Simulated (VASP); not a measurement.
# Si12NO22 (a cell with a defect) in VASP: notebook

Si12NO22 (a cell with a defect) is run at these levels: PBE+D3(BJ); tasks: single point.

The COD entry that gives the cell may itself be a prediction, so a difference from it is no test against experiment.

Everything below comes from runs of VASP 6.6.1. Logs are shortened: lines on timing, memory, paths and dates and some standing lists are left out, and cuts for length are marked.

## (1) The cell of the first run

The cell holds a defect, 35 atoms: a = 7.278 Å, b = 7.278 Å, c = 9.783 Å, α = 70.36°, β = 70.36°, γ = 71.19°.

## (2) Single point, PBE+D3(BJ)

INCAR reads:

```
SYSTEM = Si12NO22
  ALGO = Normal
  EDIFF = 1E-6
  ENCUT = 520
  GGA = PE
  ISIF = 2
  ISMEAR = 0
  IVDW = 12
  LASPH = .TRUE.
  LCHARG = .TRUE.
  LELF = .TRUE.
  LREAL = Auto
  LVHAR = .TRUE.
  LWAVE = .FALSE.
  NBANDS = 116
  NELECT = 184.0
  NELM = 80
  PREC = Accurate
  SIGMA = 0.05
```

KPOINTS reads:

```
k-points
0
G
  2 2 2
  0 0 0
```

POSCAR reads:

```
Si12NO22
1.0
   -2.4457500000      4.2361630000      5.3885000000
    4.8915000000      0.0000000000      5.3885000000
    4.8915000000      8.4723270000      0.0000000000
Si O N
12 22 1
Direct
    0.0876875091      0.5588189762      0.9567439613
    0.4125474107      0.9400413889      0.0248387101
    0.0279403957      0.0027130299      0.2675046921
    0.1042070430      0.5565191452      0.4466248129
    0.4717365139      0.8882369905      0.5022509784
   -0.1387738823     -0.0131345986      0.8734492430
    0.6456635934      0.0758398059      0.1749728918
    0.8912739646      0.4267694225      0.2898715961
    0.4820901670      0.5047594575      0.5234764122
    0.5793953984      0.0780132013      0.6984416686
    0.8937573400      0.4398247167      0.7793843940
    0.4980955902      0.5139498412      0.0088865025
    0.3137682344      0.4724950797      0.9766438592
    0.9187851877      0.4889953562      0.1090679683
    0.9192573890      0.1828898620      0.3500821882
    0.2289771708      0.0551288141      0.1354734517
    0.6353242096      0.9894331108      0.0307178007
    0.5853184427      0.3147549262      0.1290447106
    0.3233309210      0.4360255593      0.4746975240
    0.9274045393      0.5081820541      0.5996955776
    0.9079692600      0.1975504742      0.8444075294
    0.5605679562      1.0096214468      0.5633303396
    0.5744683214      0.3117866548      0.6476282902
    0.8744115241      0.9806118684      0.1852605930
    0.4865644408     -0.0108907427      0.3252903527
    0.6714271779      0.5406811406      0.3717768061
    0.0711784854      0.4838959207      0.3186635751
    0.0837435951      0.7981473894      0.3909034944
    0.7911422879      0.9552944571      0.7450805584
    0.4023490204      0.0275997494      0.8523306382
    0.4340736425      0.7016059545      0.0847740502
    0.6711463832      0.5587618380      0.8548116252
    0.0665444385      0.4828195059      0.8264079377
    0.0389797527      0.8047301652      0.9211742228
    0.3782463555     -0.2994717619      0.5993907337
```

Potentials or basis: VASP PAW PBE potentials, release 64 (Si, O, N).

On the command line:

```sh
$ cat potpaw_PBE.64/Si/POTCAR potpaw_PBE.64/O/POTCAR potpaw_PBE.64/N/POTCAR > POTCAR
$ mpirun -np 1 vasp_std > vasp.out
```

OUTCAR:

```text
SYSTEM = Si12NO22
   EDIFF = 1E-6
   ENCUT = 520
   GGA = PE
   ISIF = 2
   ISMEAR = 0
   IVDW = 12
   LASPH = .TRUE.
   LREAL = Auto
   NELECT = 184.0
   NELM = 80
   PREC = Accurate
 IVDW          = 12

 ion  position               nearest neighbor table
   1  0.088  0.559  0.957-  13 1.61  33 1.62  14 1.63  34 1.64   6 3.00  11 3.03   8 3.04  12 3.09

   2  0.413  0.940  0.025-  16 1.60  31 1.61  30 1.61  17 1.79  10 2.95  12 3.01   3 3.02   7 3.12

   3  0.028  0.003  0.268-  28 1.60  15 1.62  16 1.65  24 1.65   8 2.98   2 3.02   7 3.04   4 3.10

   4  0.104  0.557  0.447-  19 1.62  27 1.62  28 1.63  20 1.63   9 2.97   8 3.03  11 3.05   3 3.10

   5  0.472  0.888  0.502-  35 1.59  22 1.59  25 1.62   9 2.71   7 3.03  10 3.11
   6  0.861  0.987  0.873-  21 1.59  34 1.59  29 1.61  17 1.84  10 2.88   1 3.00   7 3.02
   7  0.646  0.076  0.175-  18 1.59  24 1.61  25 1.61  17 1.76   6 3.02   5 3.03   3 3.04  12 3.07
                             2 3.12
   8  0.891  0.427  0.290-  26 1.62  27 1.63  14 1.63  15 1.64   3 2.98   4 3.03   1 3.04   9 3.10

   9  0.482  0.505  0.523-  23 1.64  19 1.65  26 1.66  35 1.67   5 2.71   4 2.97  10 2.98   8 3.10

  10  0.579  0.078  0.698-  23 1.60  22 1.62  30 1.64  29 1.64   6 2.88   2 2.95   9 2.98   5 3.11

  11  0.894  0.440  0.779-  20 1.61  33 1.62  32 1.62  21 1.64  12 3.02   1 3.03   4 3.05
  12  0.498  0.514  0.009-  13 1.61  32 1.62  18 1.63  31 1.63   2 3.01  11 3.02   7 3.07   1 3.09

  13  0.314  0.472  0.977-  12 1.61   1 1.61
  14  0.919  0.489  0.109-   1 1.63   8 1.63
  15  0.919  0.183  0.350-   3 1.62   8 1.64
  16  0.229  0.055  0.135-   2 1.60   3 1.65
  17  0.635  0.989  0.031-   7 1.76   2 1.79   6 1.84
  18  0.585  0.315  0.129-   7 1.59  12 1.63
  19  0.323  0.436  0.475-   4 1.62   9 1.65
  20  0.927  0.508  0.600-  11 1.61   4 1.63
  21  0.908  0.198  0.844-   6 1.59  11 1.64
  22  0.561  0.010  0.563-   5 1.59  10 1.62
  23  0.574  0.312  0.648-  10 1.60   9 1.64
[... 10 lines left out ...]
  34  0.039  0.805  0.921-   6 1.59   1 1.64
  35  0.378  0.701  0.599-   5 1.59   9 1.67

  LATTYP: Found a base centered monoclinic cell.
 ALAT       =    11.8351383188
 B/A-ratio  =     0.7158620513
 C/A-ratio  =     0.8266063436
 COS(beta)  =    -0.4133031352

  Lattice vectors:

 A1 = (   2.4457500000,  -4.2361630000,  -5.3885000000)
 A2 = (  -4.8915000000,   0.0000000000,  -5.3885000000)
 A3 = (   4.8915000000,   8.4723270000,   0.0000000000)

Analysis of symmetry for initial positions (statically):
=====================================================================
 Subroutine PRICEL returns:
 Original cell was already a primitive cell.

 Routine SETGRP: Setting up the symmetry group for a
 base centered monoclinic supercell.

 Subroutine GETGRP returns: Found  1 space group operations
 (whereof  1 operations were pure point group operations)
 out of a pool of  4 trial point group operations.

The static configuration has the point symmetry C_1 .

Analysis of symmetry for dynamics (positions and initial velocities):
=====================================================================
 Subroutine PRICEL returns:
 Original cell was already a primitive cell.

 Routine SETGRP: Setting up the symmetry group for a
 base centered monoclinic supercell.

 Subroutine GETGRP returns: Found  1 space group operations
 (whereof  1 operations were pure point group operations)
 out of a pool of  4 trial point group operations.

The dynamic configuration has the point symmetry C_1 .

 Subroutine INISYM returns: Found  1 space group operations
 (whereof  1 operations are pure point group operations),
 and found     1 'primitive' translations

----------------------------------------------------------------------------------------

                                     Primitive cell

  volume of cell :     446.6246

  direct lattice vectors                    reciprocal lattice vectors
    -2.445750000  4.236163000  5.388500000    -0.102218137  0.059015665  0.092790204
     4.891500000  0.000000000  5.388500000     0.102218137 -0.059015665  0.092790199
     4.891500000  8.472327000  0.000000000     0.051109062  0.088523498 -0.046395097

  length of vectors
     7.277547820  7.277547973  9.783000411     0.150137997  0.150137994  0.112254403

  position of ions in fractional coordinates (direct lattice)
     0.087687509  0.558818976  0.956743961
     0.412547411  0.940041389  0.024838710
     0.027940396  0.002713030  0.267504692
     0.104207043  0.556519145  0.446624813
     0.471736514  0.888236990  0.502250978
     0.861226118  0.986865401  0.873449243
[... 27 lines left out ...]
     0.038979753  0.804730165  0.921174223
     0.378246356  0.700528238  0.599390734

  ion indices of the primitive-cell ions
   primitive index   ion index
                 1           1
                 2           2
                 3           3
                 4           4
                 5           5
                 6           6
[... 27 lines left out ...]
                34          34
                35          35

----------------------------------------------------------------------------------------

 KPOINTS: k-points

Automatic generation of k-mesh.
 Grid dimensions read from file:
 generate k-points for:    2    2    2

 Generating k-lattice:

  Cartesian coordinates                     Fractional coordinates (reciprocal lattice)
    -0.051109068  0.029507833  0.046395102     0.500000000  0.000000000  0.000000000
     0.051109068 -0.029507833  0.046395099    -0.000000000  0.500000000  0.000000000
     0.025554531  0.044261749 -0.023197548     0.000000000  0.000000000  0.500000000

  Length of vectors
     0.075068999  0.075068997  0.056127201

  Shift w.r.t. Gamma in fractional coordinates (k-lattice)
     0.000000000  0.000000000  0.000000000

 Subroutine IBZKPT returns following result:
 ===========================================

 Found      8 irreducible k-points:

 Following reciprocal coordinates:
            Coordinates               Weight
  0.000000  0.000000  0.000000      1.000000
  0.500000  0.000000 -0.000000      1.000000
  0.000000  0.500000  0.000000      1.000000
  0.500000  0.500000  0.000000      1.000000
  0.000000 -0.000000  0.500000      1.000000
  0.500000  0.000000  0.500000      1.000000
 -0.000000  0.500000  0.500000      1.000000
  0.500000  0.500000  0.500000      1.000000
   k-points           NKPTS =      8   k-points in BZ     NKDIM =      8   number of bands    NBANDS=    116
   number of dos      NEDOS =    301   number of ions     NIONS =     35
   total plane-waves  NPLWV = 233280
   dimension x,y,z NGX =    54 NGY =   54 NGZ =   80
   dimension x,y,z NGXF=   108 NGYF=  108 NGZF=  160
   ions per type =              12  22   1
   NGX,Y,Z   is equivalent  to a cutoff of  12.34, 12.34, 13.59 a.u.
   NGXF,Y,Z  is equivalent  to a cutoff of  24.67, 24.67, 27.19 a.u.
 SYSTEM =  Si12NO22
   PREC   = accura    normal or accurate (medium, high low for compatibility)
   ISTART =      0    job   : 0-new  1-cont  2-samecut
   ICHARG =      2    charge: 1-file 2-atom 10-const
   ISPIN  =      1    spin polarized calculation?
   LNONCOLLINEAR =      F non collinear calculations
   LSORBIT =      F    spin-orbit coupling
   LASPH  =      T    aspherical Exc in radial PAW
   ENCUT  =  520.0 eV  38.22 Ry    6.18 a.u.  13.53 13.53 18.19*2*pi/ulx,y,z
   NELM   =     80;   NELMIN=  2; NELMDL= -5     # of ELM steps
   EDIFF  = 0.1E-05   stopping-criterion for ELM
   LREAL  =      T    real-space projection
   EDIFFG = 0.1E-04   stopping-criterion for IOM
   NSW    =      0    number of steps for IOM
   IBRION =     -1    ionic relax: 0-MD 1-quasi-New 2-CG
   NFREE  =      0    steps in history (QN), initial steepest desc. (CG)
   ISIF   =      2    stress and relaxation
   ISYM   =      2    0-nonsym 1-usesym 2-fastsym
   POTIM  = 0.5000    time-step for ionic-motion
   TEBEG  =    0.0;   TEEND  =   0.0 temperature during run
   PSTRESS=    0.0 pullay stress
   NELECT =     184.0000    total number of electrons
   NUPDOWN=      -1.0000    fix difference up-down
   EMIN   =  10.00;   EMAX   =-10.00  energy-range for DOS
   EFERMI =   0.00;   METHOD = LEGACY
   ISMEAR =     0;   SIGMA  =   0.05  broadening in eV -4-tet -1-fermi 0-gaus
   EFERMI_NEDOS =   21; number of points for ismear=-14 and -15
   IALGO  =     38    algorithm
   IMIX   =      4    mixing-type and parameters
     AMIX     =   0.40;   BMIX     =  1.00
     AMIX_MAG =   1.60;   BMIX_MAG =  1.00
  volume/ion in A,a.u.               =      12.76        86.11
  Fermi-wavevector in a.u.,A,eV,Ry     =   1.218148  2.301965 20.189460  1.483883
  Thomas-Fermi vector in A             =   2.353444
   LORBIT       =      0    0 simple, 1 ext, 2 COOP (PROOUT), +10 PAW based schemes
   GGA     = PE    functional components
   LHFCALC =     F    Hartree Fock is set to
   AEXX    =    0.0000 exact exchange contribution
   IVDW    =    12    specifies the selected vdW correction
   LEPSILON=     F    determine dielectric tensor
   LRPA    =     F    only Hartree local field effects (RPA)
 non-spin polarized calculation
 Gauss-broadening in eV      SIGMA  =   0.05
  energy-cutoff  :      520.00
  volume of cell :      446.62
 maximum number of plane-waves:     12064
   NGX = 27   NGY = 27   NGZ = 37

 number of electron     183.9999981 magnetization

 Free energy of the ion-electron system (eV)
  ---------------------------------------------------
  ext. energy  EPLUGINS =         0.00000000
  ---------------------------------------------------
  free energy    TOTEN  =      -276.56139968 eV

  energy without entropy =     -276.56139968  energy(sigma->0) =     -276.56139968

 E-fermi :   2.8028     XC(G=0):  -9.1519

 val. band max:        2.4918734636   @ k =   0.5000   0.5000   0.5000
 cond. band min:       6.2119674522   @ k =   0.0000   0.0000   0.0000
 fundamental gap:      3.7200939885
 Fermi energy:         2.8028264653

 k-point     1 :       0.0000    0.0000    0.0000
  band No.  band energies     occupation
      1     -18.9586      2.00000
      2     -17.8856      2.00000
      3     -17.8586      2.00000
      4     -17.7589      2.00000
      5     -17.5999      2.00000
      6     -17.5182      2.00000
[... 845 lines left out ...]
    103      10.0743      0.00000
    104      10.2172      0.00000
 [bands above 104 left out]

------------------------ aborting loop because EDIFF is reached ----------------------------------------

 Edisp (eV)   -5.13641

 E8    (eV) :    -1.7525

  FORCE on cell =-STRESS in cart. coord.  units (eV):
  Direction    XX          YY          ZZ          XY          YZ          ZX
  --------------------------------------------------------------------------------------
  -------------------------------------------------------------------------------------
  Total      -6.15527    -4.88895    -3.18938    -1.95942    -2.00117     3.60647
  in kB     -22.08082   -17.53813   -11.44127    -7.02904    -7.17878    12.93748
  external pressure =      -17.02 kB  Pullay stress =        0.00 kB

 VOLUME and BASIS-vectors are now :
 -----------------------------------------------------------------------------
  energy-cutoff  :      520.00
  volume of cell :      446.62
      direct lattice vectors                 reciprocal lattice vectors
    -2.445750000  4.236163000  5.388500000    -0.102218137  0.059015665  0.092790204
     4.891500000  0.000000000  5.388500000     0.102218137 -0.059015665  0.092790199
     4.891500000  8.472327000  0.000000000     0.051109062  0.088523498 -0.046395097

 POSITION                                       TOTAL-FORCE (eV/Angst)
 -----------------------------------------------------------------------------------
      7.19891      8.47731      3.48370        -0.036507      0.003739      0.025371
      3.71072      1.95806      7.28842         0.029627      0.024083      0.010879
      1.25343      2.38475      0.16518        -0.012309      0.016398      0.011338
      4.65201      4.22539      3.56032         0.005279     -0.012559      0.000595
      5.64782      6.25359      7.32822         0.007614     -0.006826     -0.003431
      6.99339     11.04844      9.95844         0.008933      0.036401      0.026420
[... 27 lines left out ...]
      8.34693      7.96961      4.54633        -0.022760      0.016177     -0.018917
      5.43346      6.68055      5.81298        -0.013805      0.006622     -0.033409
 -----------------------------------------------------------------------------------
    total drift:                               -0.007935      0.002040      0.008913

  FREE ENERGIE OF THE ION-ELECTRON SYSTEM (eV)
  ---------------------------------------------------
  free  energy   TOTEN  =      -281.6978104267 eV

  energy  without entropy=     -281.6978104267  energy(sigma->0) =     -281.69781043
```

Wall time 7.9 min (1 thread of AMD EPYC 9R45 (Zen 5), shared host); peak memory 0.61 GiB.

What came out:

```
Free energy                : -281.6978 eV
Largest force              : 0.058 eV/Å
Dispersion energy per atom : -0.147 eV
```

Forces in eV/Å, atoms in the order of the input:
```
Si  -0.037  0.004  0.025
Si   0.030  0.024  0.011
Si  -0.012  0.016  0.011
Si   0.005 -0.013  0.001
Si   0.008 -0.007 -0.003
Si   0.009  0.036  0.026
Si   0.002 -0.017 -0.022
Si   0.002 -0.016 -0.008
Si   0.038  0.016  0.029
Si  -0.038 -0.042 -0.015
Si  -0.018 -0.007 -0.008
Si   0.018  0.028 -0.015
O    0.018  0.002  0.003
O    0.004  0.001  0.001
O    0.014 -0.005  0.007
O    0.018  0.001 -0.014
O   -0.004 -0.009 -0.004
O   -0.004 -0.027  0.007
O   -0.006  0.012  0.003
O   -0.014 -0.002  0.010
O    0.026 -0.019  0.011
O    0.012  0.015 -0.008
O    0.004 -0.012  0.015
O   -0.006  0.018  0.017
O   -0.008  0.004  0.003
O    0.012  0.009 -0.005
O    0.009 -0.007 -0.005
O   -0.020  0.003 -0.019
O   -0.004 -0.020 -0.013
O   -0.012 -0.013  0.016
O   -0.016 -0.005 -0.004
O   -0.002  0.006  0.005
O    0.009 -0.001 -0.005
O   -0.023  0.016 -0.019
N   -0.014  0.007 -0.033
```

Levels at points of the mesh, in eV from the Fermi level:
```tsv
k point	band 90	band 91	band 92	band 93	band 94	band 95
(0.00, 0.00, 0.00)	-1.68	-0.97	-0.37	3.41	4.75	5.05
(0.50, 0.00, 0.00)	-1.65	-0.97	-0.37	4.11	4.74	5.07
(0.00, 0.50, 0.00)	-1.63	-0.94	-0.32	4.06	4.73	5.26
(0.50, 0.50, 0.00)	-1.62	-0.97	-0.32	4.30	4.80	5.21
(0.00, 0.00, 0.50)	-1.64	-0.99	-0.38	3.97	4.33	4.81
(0.50, 0.00, 0.50)	-1.64	-0.95	-0.37	4.22	4.78	4.91
(0.00, 0.50, 0.50)	-1.68	-0.99	-0.32	4.30	4.71	4.88
(0.50, 0.50, 0.50)	-1.64	-0.94	-0.31	4.31	4.80	5.18
```

Caveat: the k points lie up to 0.47 Å⁻¹ apart; the cell carries a net charge on a neutralising background, which shifts energy and pressure; the cell is charged against a uniform background, so pressure and absolute levels hang on convention.

(Part 1 of 2 ends here.)
